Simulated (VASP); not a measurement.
Set up this calculation in VASP 6.6.1, as the native input.

```yaml
Task: single point
Functional: PBE
Potentials_or_basis: VASP PAW PBE potentials, release 64 (Te)
Cutoff: 520 eV
k_mesh: 12 × 12 × 12
Occupations: fermi-dirac, width 0.08 eV
Spin: no spin polarisation
Dipole_correction: no
Further_INCAR_settings: ALGO = Normal; EDIFF = 1e-06; NBANDS = 9
```

The structure of Te lies in POSCAR:

```
Te
1.0
    2.7010557673      0.0000000000      0.0000000000
    0.0000000000      2.7010557673      0.0000000000
    0.0000000000      0.0000000000      2.7010557673
Te
1
Direct
    0.0000000000      0.0000000000      0.0000000000
```

This cell differs from its parent crystal: volume scaled by 0.6.

One way to write it, as run:

INCAR

```
SYSTEM = Te
PREC = Accurate
ENCUT = 520
EDIFF = 1E-6
ISMEAR = -1
SIGMA = 0.08
LREAL = .FALSE.
LASPH = .TRUE.
NELM = 60
ALGO = Normal
ISIF = 2
LWAVE = .FALSE.
LCHARG = .TRUE.
GGA = PE
LELF = .TRUE.
LVHAR = .TRUE.
NBANDS = 9
```

KPOINTS

```
Automatic mesh
0
G
  12 12 12
  0 0 0
```

Potentials or basis: VASP PAW PBE potentials, release 64 (Te).

The run is started by

```sh
$ cat potpaw_PBE.64/Te/POTCAR > POTCAR
$ mpirun -np 1 vasp_std > vasp.out
```

Results of the run:

- Pressure: 77.0 GPa
- Band gap on the k mesh: zero (band 3 reaches 19.67 eV, above the bottom of band 4 at 9.65 eV)

Caveat: spin-orbit coupling is left out, which moves the levels of the heavy elements.

Wall time 7.2 s on 1 thread of Intel(R) Xeon(R) Platinum 8488C (Sapphire Rapids) (shared host), peak memory 0.13 GiB.
